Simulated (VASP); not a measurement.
Set up this calculation in VASP 6.6.1, as the native input.

- Task: single point
- Functional: HSE06
- Potentials or basis: VASP PAW PBE potentials, release 64 (Fe, S)
- Cutoff: 520 eV
- k mesh: 4 × 4 × 4
- Occupations: gaussian, width 0.01 eV
- Spin: no spin polarisation
- Dipole correction: no
- Grid for exact exchange (PRECFOCK): Normal
- Further INCAR settings: ALGO = Normal; EDIFF = 1e-06; NBANDS = 29
- Share of exact exchange: 0.25
- Screening parameter: 0.2079 1/Å

FeS2:

```
Fe S
1.0
     4.43081    0.00000    0.00000
     0.00000    5.40056    0.00000
     0.00000    0.00000    3.37924
Fe S
2 4
Cartesian
  2.2154 2.7003 1.6896
  0.0000 0.0000 0.0000
  1.3250 4.7408 1.6896
  3.1058 0.6597 1.6896
  0.8904 2.0406 0.0000
  3.5404 3.3600 0.0000
```

One way to write it, as run:

POSCAR

```
FeS2
1.0
    4.4308097358      0.0000000000      0.0000000000
    0.0000000000      5.4005600319      0.0000000000
    0.0000000000      0.0000000000      3.3792372752
Fe S
2 4
Direct
    0.5000000000      0.5000000000      0.5000000000
    0.0000000000      0.0000000000      0.0000000000
    0.2990462953      0.8778423373      0.5000000000
    0.7009537047      0.1221576627      0.5000000000
    0.2009537047      0.3778423373      0.0000000000
    0.7990462953      0.6221576627      0.0000000000
```

INCAR.step1

```
SYSTEM = FeS2
PREC     = Accurate       ! precision mode
ENCUT    = 520            ! plane-wave cutoff, eV
EDIFF    = 1E-5           ! SCF threshold, eV
ISMEAR   = 0              ! smearing method
SIGMA    = 0.01           ! smearing width, eV
LREAL    = .FALSE.        ! projectors in reciprocal space
LASPH    = .TRUE.         ! aspherical terms in the spheres
NELM     = 120            ! most SCF steps
ALGO     = Normal         ! electronic algorithm
ISIF     = 2              ! what is computed and relaxed
LWAVE    = .TRUE.         ! write WAVECAR
NBANDS   = 29             ! bands
GGA      = PE             ! functional
GGA_COMPAT= .FALSE.      
KPAR     = 4
```

INCAR.step2

```
SYSTEM = FeS2
PREC     = Accurate       ! precision mode
ENCUT    = 520            ! plane-wave cutoff, eV
EDIFF    = 1E-6           ! SCF threshold, eV
ISMEAR   = 0              ! smearing method
SIGMA    = 0.01           ! smearing width, eV
LREAL    = .FALSE.        ! projectors in reciprocal space
LASPH    = .TRUE.         ! aspherical terms in the spheres
NELM     = 120            ! most SCF steps
ALGO     = Normal         ! electronic algorithm
ISIF     = 2              ! what is computed and relaxed
LWAVE    = .FALSE.        ! write WAVECAR
LCHARG   = .TRUE.         ! write CHGCAR
GGA      = PE             ! functional
LHFCALC  = .TRUE.         ! exact exchange
HFSCREEN = 0.2079         ! screening, 1/A
PRECFOCK = Normal       
LVHAR    = .TRUE.       
NBANDS   = 29             ! bands
ISTART   = 1            
GGA_COMPAT= .FALSE.      
KPAR     = 4
```

KPOINTS

```
regular mesh
0
G
  4 4 4
  0 0 0
```

Potentials or basis: VASP PAW PBE potentials, release 64 (Fe, S).

Launch:

```bash
$ cat potpaw_PBE.64/Fe/POTCAR potpaw_PBE.64/S/POTCAR > POTCAR
$ cp INCAR.step1 INCAR
$ mpirun -np 4 vasp_std > vasp.out
$ cp INCAR.step2 INCAR
$ mpirun -np 4 vasp_std > vasp.out
```

It gave:

| Item | Value |
| --- | --- |
| Pressure | -0.4 GPa |
| Largest force | 0.974 eV/Å |
| Band gap on the k mesh | 2.41 eV (least direct gap 2.97 eV) |

Caveat: the k points lie up to 0.46 Å⁻¹ apart; the PAW data sets were made with another functional, which shifts forces and pressure a little.

Wall time 54 min on 4 MPI ranks on AMD EPYC 7R43 64-Core Processor (Zen 3), on a shared host, peak memory 0.34 GiB a rank.
